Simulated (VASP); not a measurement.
A run of VASP 6.6.1 is set up as follows.

Contents of INCAR:

```
SYSTEM = BP
  PREC = Accurate
  ENCUT = 500
  EDIFF = 1E-6
  ISMEAR = 0
  SIGMA = 0.01
  LREAL = .FALSE.
  LASPH = .TRUE.
  NELM = 120
  ALGO = Normal
  ISIF = 2
  LWAVE = .FALSE.
  LCHARG = .TRUE.
  GGA = PE
  LELF = .TRUE.
  LVHAR = .TRUE.
  NBANDS = 11
  GGA_COMPAT = .FALSE.
```

The input KPOINTS:

```
Automatic mesh
0
G
  8 8 8
  0 0 0
```

Contents of POSCAR:

```
BP
1.0
    0.0000000000      2.2499318716      2.2499318716
    2.2499318716      0.0000000000      2.2499318716
    2.2499318716      2.2499318716      0.0000000000
B P
1 1
Direct
    0.0000000000      0.0000000000      0.0000000000
    0.2500000000      0.2500000000      0.2500000000
```

Potentials or basis: VASP PAW PBE potentials, release 64 (B, P).

The run is started by

```bash
$ cat potpaw_PBE.64/B/POTCAR potpaw_PBE.64/P/POTCAR > POTCAR
$ mpirun -np 1 vasp_std > vasp.out
```

**Question.** What does it give for the pressure?

**Answer.** 5.3 GPa.

**Question.** Estimate the band gap on the k mesh.

**Answer.** 1.24 eV, indirect (least direct gap 3.44 eV).

A k mesh can miss the band edges. Expect the measured gap to be larger: semilocal functionals such as PBE lack the derivative discontinuity.
